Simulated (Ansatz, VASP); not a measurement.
**Two plane-wave programs on Be3Se2O**

```
CELL_PARAMETERS angstrom
5.07348 -2.87002 0.00000
5.07348 2.87002 0.00000
0.00000 0.00000 5.44198
ATOMIC_POSITIONS crystal
Be 0.83847 0.42923 0.41343
Be 0.57077 0.16153 0.41343
Be 0.10938 0.89062 0.32815
Be 0.42923 0.83847 0.91343
Be 0.16153 0.57077 0.91343
Be 0.89062 0.10938 0.82815
Se 0.83507 0.48410 0.00720
Se 0.48410 0.83507 0.50720
Se 0.16493 0.51590 0.50720
Se 0.51590 0.16493 0.00720
O 0.85339 0.14661 0.49979
O 0.14661 0.85339 0.99979
```

Alike in both runs: functional PBE; k mesh 6 × 6 × 4; occupations gaussian, width 0.02 eV; no spin polarisation.

Ansatz relaxed the structure, and its values are those at the end. VASP's run is a single point on that final structure, the one shown.

|  | VASP | Ansatz |
| --- | --- | --- |
| version | VASP 6.6.1 | Ansatz 0.2.0 |
| potentials or method | VASP PAW PBE potentials, release 64 (Be, Se, O), cutoff 520 eV | scalar-relativistic, plane waves, PAW |
| valence electrons in the cell | 48 | 88 |

Ansatz gave:

```
gap on the k mesh at the Fermi level (eV) : 3.04
least direct gap on the mesh (eV)         : 3.27
pressure (GPa)                            : 0.0
rms of the force components (eV/Å)        : 0.001
```

Question: Estimate VASP's values.

Answer: gap on the k mesh at the Fermi level (eV): 3.02; least direct gap on the mesh (eV): 3.26; pressure (GPa): 0.3; rms of the force components (eV/Å): 0.005.

VASP's potentials hold 48 valence electrons a cell and Ansatz's 88, so a difference there can come from the potentials and not from the codes.
